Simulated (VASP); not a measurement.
# Bi (P2_1/m) in VASP: notebook

Bi is run at these levels: r2SCAN; tasks: single point.

Program: VASP 6.6.1. These are calculated values, not measurements. Logs are shortened: lines on timing, memory, paths and dates and some standing lists are left out, and cuts for length are marked.

**1. The cell of the first run**

Symmetry: P2_1/m, No. 11, monoclinic system. Conventional cell: a = 4.627 Å, b = 4.496 Å, c = 6.477 Å, α = 90.00°, β = 93.04°, γ = 90.00°. Bi (site symmetry m) has 6 Bi at 3.22 to 3.24 Å within 4.2 Å. Bi (site symmetry m) has 6 Bi at 3.22 to 3.24 Å within 4.2 Å.

**2. Single point, r2SCAN**

The input, POSCAR:

```
Bi
1.0
    4.6271467306      0.0000000000      0.0000000000
    0.0000000000      4.4960092178      0.0000000000
   -0.3436514168      0.0000000000      6.4682424009
Bi
4
Direct
    0.2513749200      0.2500000000      0.7487333800
    0.7486250800      0.7500000000      0.2512666200
    0.2498876900      0.2500000000      0.2488803300
    0.7501123100      0.7500000000      0.7511196700
```

The input, INCAR.step1:

```
SYSTEM = Bi
PREC = Accurate
ENCUT = 520
ISMEAR = -1
SIGMA = 0.05
LREAL = .FALSE.
LASPH = .TRUE.
NELM = 60
NBANDS = 38
GGA = PE
ALGO = Normal
EDIFF = 1E-4
LWAVE = .TRUE.
LCHARG = .FALSE.
```

The input, INCAR.step2:

```
SYSTEM = Bi
PREC = Accurate
ENCUT = 520
EDIFF = 1E-7
ISMEAR = -1
SIGMA = 0.05
LREAL = .FALSE.
LASPH = .TRUE.
NELM = 60
ALGO = Normal
ISIF = 2
LWAVE = .FALSE.
LCHARG = .TRUE.
METAGGA = R2SCAN
LMIXTAU = .TRUE.
LELF = .TRUE.
LVHAR = .TRUE.
NBANDS = 38
ISTART = 1
```

The input, KPOINTS:

```
Automatic mesh
0
G
  6 6 4
  0 0 0
```

Potentials or basis: VASP PAW PBE potentials, release 64 (Bi_d).

On the command line:

```sh
$ cat potpaw_PBE.64/Bi_d/POTCAR > POTCAR
$ cp INCAR.step1 INCAR
$ mpirun -np 1 vasp_std > vasp.out
$ cp INCAR.step2 INCAR
$ mpirun -np 1 vasp_std > vasp.out
```

OUTCAR:

```text
SYSTEM = Bi
   PREC = Accurate
   ENCUT = 520
   EDIFF = 1E-7
   ISMEAR = -1
   LREAL = .FALSE.
   LASPH = .TRUE.
   NELM = 60
   ISIF = 2
   METAGGA = R2SCAN
   ISTART = 1

 ion  position               nearest neighbor table
   1  0.251  0.250  0.749-   4 3.22   4 3.22   4 3.23   4 3.23   3 3.24   3 3.24
   2  0.749  0.750  0.251-   3 3.22   3 3.22   3 3.23   3 3.23   4 3.24   4 3.24
   3  0.250  0.250  0.249-   2 3.22   2 3.22   2 3.23   2 3.23   1 3.24   1 3.24
   4  0.750  0.750  0.751-   1 3.22   1 3.22   1 3.23   1 3.23   2 3.24   2 3.24

  LATTYP: Found a simple monoclinic cell.
 ALAT       =     4.6271467306
 B/A-ratio  =     0.9716590978
 C/A-ratio  =     1.3998615729
 COS(beta)  =    -0.0530542006

  Lattice vectors:

 A1 = (   4.6271467306,   0.0000000000,   0.0000000000)
 A2 = (   0.0000000000,   4.4960092178,   0.0000000000)
 A3 = (  -0.3436514168,   0.0000000000,   6.4682424009)

Analysis of symmetry for initial positions (statically):
=====================================================================
 Subroutine PRICEL returns:
 Original cell was already a primitive cell.

 Routine SETGRP: Setting up the symmetry group for a
 simple monoclinic supercell.

 Subroutine GETGRP returns: Found  4 space group operations
 (whereof  2 operations were pure point group operations)
 out of a pool of  4 trial point group operations.

The static configuration has the point symmetry S_2 .
 The point group associated with its full space group is C_2h.

Analysis of symmetry for dynamics (positions and initial velocities):
=====================================================================
 Subroutine PRICEL returns:
 Original cell was already a primitive cell.

 Routine SETGRP: Setting up the symmetry group for a
 simple monoclinic supercell.

 Subroutine GETGRP returns: Found  4 space group operations
 (whereof  2 operations were pure point group operations)
 out of a pool of  4 trial point group operations.

The dynamic configuration has the point symmetry S_2 .
 The point group associated with its full space group is C_2h.

 Subroutine INISYM returns: Found  4 space group operations
 (whereof  2 operations are pure point group operations),
 and found     1 'primitive' translations

----------------------------------------------------------------------------------------

                                     Primitive cell

  volume of cell :     134.5633

  direct lattice vectors                    reciprocal lattice vectors
     4.627146731  0.000000000  0.000000000     0.216115904  0.000000000  0.011482027
     0.000000000  4.496009218  0.000000000     0.000000000  0.222419473  0.000000000
    -0.343651417  0.000000000  6.468242401     0.000000000  0.000000000  0.154601503

  length of vectors
     4.627146731  4.496009218  6.477364900     0.216420704  0.222419473  0.154601503

  position of ions in fractional coordinates (direct lattice)
     0.251374920  0.250000000  0.748733380
     0.748625080  0.750000000  0.251266620
     0.249887690  0.250000000  0.248880330
     0.750112310  0.750000000  0.751119670

  ion indices of the primitive-cell ions
   primitive index   ion index
                 1           1
                 2           2
                 3           3
                 4           4

----------------------------------------------------------------------------------------

 KPOINTS: Automatic mesh

Automatic generation of k-mesh.
 Grid dimensions read from file:
 generate k-points for:    6    6    4

 Generating k-lattice:

  Cartesian coordinates                     Fractional coordinates (reciprocal lattice)
     0.036019317  0.000000000  0.001913671     0.166666667  0.000000000 -0.000000000
     0.000000000  0.037069912  0.000000000     0.000000000  0.166666667  0.000000000
     0.000000000  0.000000000  0.038650376     0.000000000  0.000000000  0.250000000

  Length of vectors
     0.036070117  0.037069912  0.038650376

  Shift w.r.t. Gamma in fractional coordinates (k-lattice)
     0.000000000  0.000000000  0.000000000

 Subroutine IBZKPT returns following result:
 ===========================================

 Found     56 irreducible k-points:

 Following reciprocal coordinates:
            Coordinates               Weight
  0.000000  0.000000  0.000000      1.000000
  0.166667  0.000000  0.000000      2.000000
  0.333333  0.000000  0.000000      2.000000
  0.500000  0.000000  0.000000      1.000000
  0.000000  0.166667  0.000000      2.000000
  0.166667  0.166667  0.000000      4.000000
[... 16 lines left out ...]
  0.000000  0.166667  0.250000      4.000000
  0.166667  0.166667  0.250000      4.000000
 [... further k-points ...]
   k-points           NKPTS =     56   k-points in BZ     NKDIM =     56   number of bands    NBANDS=     38
   number of dos      NEDOS =    301   number of ions     NIONS =      4
   total plane-waves  NPLWV =  62208
   dimension x,y,z NGX =    36 NGY =   36 NGZ =   48
   dimension x,y,z NGXF=    72 NGYF=   72 NGZF=   96
   ions per type =               4
   NGX,Y,Z   is equivalent  to a cutoff of  12.93, 13.31, 12.32 a.u.
   NGXF,Y,Z  is equivalent  to a cutoff of  25.87, 26.62, 24.64 a.u.
 SYSTEM =  Bi
   PREC   = accura    normal or accurate (medium, high low for compatibility)
   ISTART =      1    job   : 0-new  1-cont  2-samecut
   ICHARG =      0    charge: 1-file 2-atom 10-const
   ISPIN  =      1    spin polarized calculation?
   LNONCOLLINEAR =      F non collinear calculations
   LSORBIT =      F    spin-orbit coupling
   LASPH  =      T    aspherical Exc in radial PAW
   ENCUT  =  520.0 eV  38.22 Ry    6.18 a.u.   8.60  8.36 12.04*2*pi/ulx,y,z
   NELM   =     60;   NELMIN=  2; NELMDL=  0     # of ELM steps
   EDIFF  = 0.1E-06   stopping-criterion for ELM
   LREAL  =      F    real-space projection
   EDIFFG = 0.1E-05   stopping-criterion for IOM
   NSW    =      0    number of steps for IOM
   IBRION =     -1    ionic relax: 0-MD 1-quasi-New 2-CG
   NFREE  =      0    steps in history (QN), initial steepest desc. (CG)
   ISIF   =      2    stress and relaxation
   ISYM   =      2    0-nonsym 1-usesym 2-fastsym
   POTIM  = 0.5000    time-step for ionic-motion
   TEBEG  =    0.0;   TEEND  =   0.0 temperature during run
   PSTRESS=    0.0 pullay stress
   NELECT =      60.0000    total number of electrons
   NUPDOWN=      -1.0000    fix difference up-down
   EMIN   =  10.00;   EMAX   =-10.00  energy-range for DOS
   EFERMI =   0.00;   METHOD = LEGACY
   ISMEAR =    -1;   SIGMA  =   0.05  broadening in eV -4-tet -1-fermi 0-gaus
   EFERMI_NEDOS =   21; number of points for ismear=-14 and -15
   IALGO  =     38    algorithm
   IMIX   =      4    mixing-type and parameters
     AMIX     =   0.40;   BMIX     =  1.00
     AMIX_MAG =   1.60;   BMIX_MAG =  1.00
  volume/ion in A,a.u.               =      33.64       227.02
  Fermi-wavevector in a.u.,A,eV,Ry     =   1.250690  2.363461 21.282578  1.564225
  Thomas-Fermi vector in A             =   2.384672
   LORBIT       =      0    0 simple, 1 ext, 2 COOP (PROOUT), +10 PAW based schemes
   METAGGA = R2SCAN    functional components
   LHFCALC =     F    Hartree Fock is set to
   AEXX    =    0.0000 exact exchange contribution
   IVDW    =     0    specifies the selected vdW correction
   LEPSILON=     F    determine dielectric tensor
   LRPA    =     F    only Hartree local field effects (RPA)
 non-spin polarized calculation
  energy-cutoff  :      520.00
  volume of cell :      134.56
 maximum number of plane-waves:      3644
 NGX is ok and might be reduce to    36
   NGX = 17   NGY = 17   NGZ = 25

 number of electron      60.0000008 magnetization

 Free energy of the ion-electron system (eV)
  ---------------------------------------------------
  ext. energy  EPLUGINS =         0.00000000
  ---------------------------------------------------
  free energy    TOTEN  =      -233.68348336 eV

  energy without entropy =     -233.66106237  energy(sigma->0) =     -233.67227287

 E-fermi :   6.7569     XC(G=0): -10.4949

 val. band max:        6.7425174889   @ k =   0.3333   0.1667   0.2500
 cond. band min:       6.7579747492   @ k =  -0.1667   0.3333   0.2500
 fundamental gap:      0.0154572603
 Fermi energy:         6.7569469296

 k-point     1 :       0.0000    0.0000    0.0000
  band No.  band energies     occupation
      1     -16.9672      2.00000
      2     -16.9543      2.00000
      3     -16.9519      2.00000
      4     -16.8102      2.00000
      5     -16.7995      2.00000
      6     -16.7898      2.00000
[... 30 lines left out ...]
     37      12.2204      0.00000
     38      12.7452      0.00000

 k-point     2 :       0.1667    0.0000    0.0000
  band No.  band energies     occupation
      1     -16.9422      2.00000
      2     -16.9347      2.00000
      3     -16.9199      2.00000
      4     -16.8012      2.00000
      5     -16.7921      2.00000
      6     -16.7879      2.00000
[... 30 lines left out ...]
     37      12.0230      0.00000
     38      12.9042      0.00000

 k-point     3 :       0.3333    0.0000    0.0000
  band No.  band energies     occupation
      1     -16.9100      2.00000
      2     -16.8442      2.00000
      3     -16.8309      2.00000
      4     -16.8278      2.00000
      5     -16.7650      2.00000
      6     -16.7567      2.00000
[... 30 lines left out ...]
     37      12.3786      0.00000
     38      12.7806      0.00000

 k-point     4 :       0.5000    0.0000    0.0000
  band No.  band energies     occupation
      1     -16.8694      2.00000
      2     -16.8663      2.00000
      3     -16.7374      2.00000
      4     -16.7357      2.00000
      5     -16.7325      2.00000
      6     -16.7292      2.00000
[... 30 lines left out ...]
     37      13.0044      0.00000
     38      13.0191      0.00000
[... 703 lines left out ...]
      4     -16.7917      2.00000
      5     -16.7833      2.00000
      6     -16.7643      2.00000
[... 30 lines left out ...]
     37      11.3711      0.00000
     38      12.0819      0.00000

 k-point    23 :       0.0000    0.1667    0.2500
  band No.  band energies     occupation
      1     -16.9328      2.00000
      2     -16.9223      2.00000
      3     -16.8972      2.00000
      4     -16.7908      2.00000
      5     -16.7824      2.00000
      6     -16.7641      2.00000
[... 30 lines left out ...]
     37      11.7016      0.00000
     38      12.1518      0.00000

 k-point    24 :       0.1667    0.1667    0.2500
  band No.  band energies     occupation
      1     -16.9300      2.00000
      2     -16.9008      2.00000
      3     -16.8615      2.00000
      4     -16.7763      2.00000
      5     -16.7752      2.00000
      6     -16.7662      2.00000
[... 30 lines left out ...]
     37      11.7642      0.00000
     38      12.1224      0.00000

 [... further k-points ...]
[... 5 lines left out ...]
  --------------------------------------------------------------------------------------
  -------------------------------------------------------------------------------------
  Total        0.2889210      0.8564750      1.8098947      0.0000000      0.0000000      0.2444606
  in kB        3.4400351     10.1976130     21.5494975      0.0000000      0.0000000      2.9106679
  external PRESSURE =      11.7290485 kB  Pullay stress =       0.0000000 kB

 VOLUME and BASIS-vectors are now :
 -----------------------------------------------------------------------------
  energy-cutoff  :      520.00
  volume of cell :      134.56
      direct lattice vectors                 reciprocal lattice vectors
     4.627146731  0.000000000  0.000000000     0.216115904  0.000000000  0.011482027
     0.000000000  4.496009218  0.000000000     0.000000000  0.222419473  0.000000000
    -0.343651417  0.000000000  6.468242401     0.000000000  0.000000000  0.154601503

 POSITION                                       TOTAL-FORCE (eV/Angst)
 -----------------------------------------------------------------------------------
      0.90585      1.12400      4.84299        -0.000782      0.000000     -0.001351
      3.37765      3.37201      1.62525         0.000782      0.000000      0.001351
      1.07074      1.12400      1.60982        -0.001482      0.000000      0.002561
      3.21276      3.37201      4.85842         0.001482      0.000000     -0.002561
 -----------------------------------------------------------------------------------
    total drift:                                0.000000     -0.000000      0.000000

  FREE ENERGIE OF THE ION-ELECTRON SYSTEM (eV)
  ---------------------------------------------------
  free  energy   TOTEN  =      -233.6834833609 eV

  energy  without entropy=     -233.6610623692  energy(sigma->0) =     -233.67227287
```

It took 17 min on 1 thread of Oxide Virtual Turin-like, shared host; peak memory 0.35 GiB.

What came out:

```yaml
Free_energy: -233.6835 eV
Pressure: 1.2 GPa
Band_gap_on_the_k_mesh: zero (bands 30 and 31 overlap by 0.37 eV)
```

Forces in eV/Å, atoms in the order of the input:
```
Bi  -0.001  0.000 -0.001
Bi   0.001  0.000  0.001
Bi  -0.001  0.000  0.003
Bi   0.001  0.000 -0.003
```

Stress tensor (GPa, compression positive):
```
0.34 0.00 0.29
0.00 1.02 0.00
0.29 0.00 2.15
```

Caveat: the PAW data sets were made with another functional, which shifts forces and pressure a little; spin-orbit coupling is left out, which moves the levels of the heavy elements.

**3. Single point, r2SCAN**

This run uses another cell than the first one, of 34.33 Å³/atom.

The input, POSCAR:

```
Bi
1.0
    4.6584121839      0.0000000000      0.0000000000
    0.0000000000      4.5263885800      0.0000000000
   -0.3459734563      0.0000000000      6.5119480672
Bi
4
Direct
    0.2513749200      0.2500000000      0.7487333800
    0.7486250800      0.7500000000      0.2512666200
    0.2498876900      0.2500000000      0.2488803300
    0.7501123100      0.7500000000      0.7511196700
```

The input, INCAR.step1:

```
PREC = Accurate
ENCUT = 520
ISMEAR = -1
SIGMA = 0.05
LREAL = False
LASPH = True
NELM = 100
NBANDS = 38
GGA = PE
ALGO = Normal
EDIFF = 1E-4
LWAVE = True
LCHARG = False
```

The input, INCAR.step2:

```
PREC = Accurate
ENCUT = 520
EDIFF = 1E-6
ISMEAR = -1
SIGMA = 0.05
LREAL = False
LASPH = True
NELM = 100
ALGO = Normal
ISIF = 2
LWAVE = False
LCHARG = False
METAGGA = R2SCAN
LMIXTAU = True
NBANDS = 38
ISTART = 1
```

The input, KPOINTS:

```
Automatic mesh
0
Gamma
  6 6 4
```

Potentials or basis: VASP PAW PBE potentials, release 64 (Bi_d).

On the command line:

```sh
$ cat potpaw_PBE.64/Bi_d/POTCAR > POTCAR
$ cp INCAR.step1 INCAR
$ mpirun -np 1 vasp_std > vasp.out
$ cp INCAR.step2 INCAR
$ mpirun -np 1 vasp_std > vasp.out
```

Run time: 20 min. Hardware: 1 thread of Oxide Virtual Turin-like, shared host; peak memory 0.35 GiB.

Results (log left out):

- Free energy: -233.6953 eV
- Pressure: 0.1 GPa
- Largest force: 0.004 eV/Å
- Band gap on the k mesh: zero (bands 30 and 31 overlap by 0.36 eV)

Forces on the atoms (eV/Å):
```
Bi   0.002  0.000 -0.001
Bi  -0.002  0.000  0.001
Bi   0.001  0.000  0.004
Bi  -0.001  0.000 -0.004
```

Stress tensor (GPa, compression positive):
```
-0.75  0.00  0.32
 0.00 -0.05  0.00
 0.32  0.00  1.04
```

Levels at points of the mesh, in eV from the Fermi level:
| k point | band 26 | band 27 | band 28 | band 29 | band 30 | band 31 | band 32 | band 33 | band 34 | band 35 |
| --- | --- | --- | --- | --- | --- | --- | --- | --- | --- | --- |
| (0.00, 0.00, 0.00) | -3.46 | -3.16 | -1.91 | -1.39 | -1.28 | 3.11 | 3.18 | 3.28 | 3.49 | 5.18 |
| (0.50, 0.00, 0.00) | -3.63 | -0.94 | -0.92 | -0.91 | -0.90 | 0.92 | 0.97 | 1.17 | 1.17 | 4.84 |
| (0.00, 0.50, 0.00) | -3.60 | -1.16 | -1.16 | -1.10 | -1.10 | 0.73 | 0.73 | 0.91 | 0.91 | 4.97 |
| (0.50, 0.50, 0.00) | -5.21 | -3.52 | -3.52 | -3.12 | -3.12 | 3.10 | 3.10 | 5.13 | 5.13 | 5.36 |
| (0.00, 0.00, 0.50) | -2.71 | -2.41 | -2.41 | -1.88 | -1.87 | 2.09 | 2.10 | 3.89 | 3.90 | 4.09 |
| (0.50, 0.00, 0.50) | -0.56 | -0.24 | -0.24 | -0.20 | -0.20 | -0.04 | -0.04 | -0.03 | -0.02 | 0.05 |
| (0.00, 0.50, 0.50) | -0.51 | -0.51 | -0.51 | -0.23 | -0.23 | -0.22 | -0.22 | -0.15 | -0.15 | -0.14 |
| (0.50, 0.50, 0.50) | -4.44 | -4.43 | -4.43 | 0.12 | 0.12 | 0.13 | 0.13 | 5.84 | 5.84 | 5.84 |

Caveat: the PAW data sets were made with another functional, which shifts forces and pressure a little; spin-orbit coupling is left out, which moves the levels of the heavy elements.
